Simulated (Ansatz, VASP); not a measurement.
## H: VASP beside Ansatz

Contents of POSCAR:

```
H
1.0
    8.0000000000      0.0000000000      0.0000000000
    0.0000000000      8.0000000000      0.0000000000
    0.0000000000      0.0000000000      8.0000000000
H
2
Direct
    0.5000000000      0.5000000000      0.4593750000
    0.5000000000      0.5000000000      0.5406250000
```

File INCAR.step1:

```
PREC = Accurate
ENCUT = 440
ISMEAR = 0
SIGMA = 0.01
LREAL = F
LASPH = T
NELM = 120
NBANDS = 8
GGA = PE
ALGO = Normal
EDIFF = 1E-5
LWAVE = T
LCHARG = F
GGA_COMPAT = F
NELMDL = -8
```

File INCAR.step2:

```
PREC = Accurate
ENCUT = 440
EDIFF = 1E-6
ISMEAR = 0
SIGMA = 0.01
LREAL = F
LASPH = T
NELM = 120
ALGO = Normal
ISIF = 2
LWAVE = F
LCHARG = F
METAGGA = R2SCAN
LMIXTAU = T
NBANDS = 8
ISTART = 1
GGA_COMPAT = F
```

The input KPOINTS:

```
regular mesh
0
Gamma
  1 1 1
```

Input for Ansatz:

```yaml
crystal:
  lattice:
    - [8.0, 0.0, 0.0]
    - [0.0, 8.0, 0.0]
    - [0.0, 0.0, 8.0]
  atoms:
    - { symbol: H, position: [0.5, 0.5, 0.459375] }
    - { symbol: H, position: [0.5, 0.5, 0.540625] }
scf:
  occupations: { method: fixed }
output:
  forces: true
  stress: false
  eigenvalues: true
hamiltonian:
  xc: r2scan
basis:
  ecutwfc: 600
kpoints:
  mp_grid: { grid: [1, 1, 1] }
```

Alike in both runs: task single point; functional r2SCAN; k mesh 1 × 1 × 1; no spin polarisation.

|  | VASP | Ansatz |
| --- | --- | --- |
| version | VASP 6.6.1 | Ansatz 0.2.0 |
| potentials or method | VASP PAW PBE potentials, release 64 (H), cutoff 440 eV | scalar-relativistic, plane waves, PAW |
| occupations | gaussian, width 0.01 eV | fixed |
| valence electrons in the cell | 2 | 2 |

```tsv
	VASP	Ansatz	Ansatz less VASP
gap on the k mesh at the Fermi level (eV)	11.43	11.73	+0.299
rms of the force components (eV/Å)	2.640	2.606	-0.0343
```

VASP's potentials were made for PBE, not for r2SCAN. Atom by atom the forces differ by 0.034 eV/Å (rms over components).
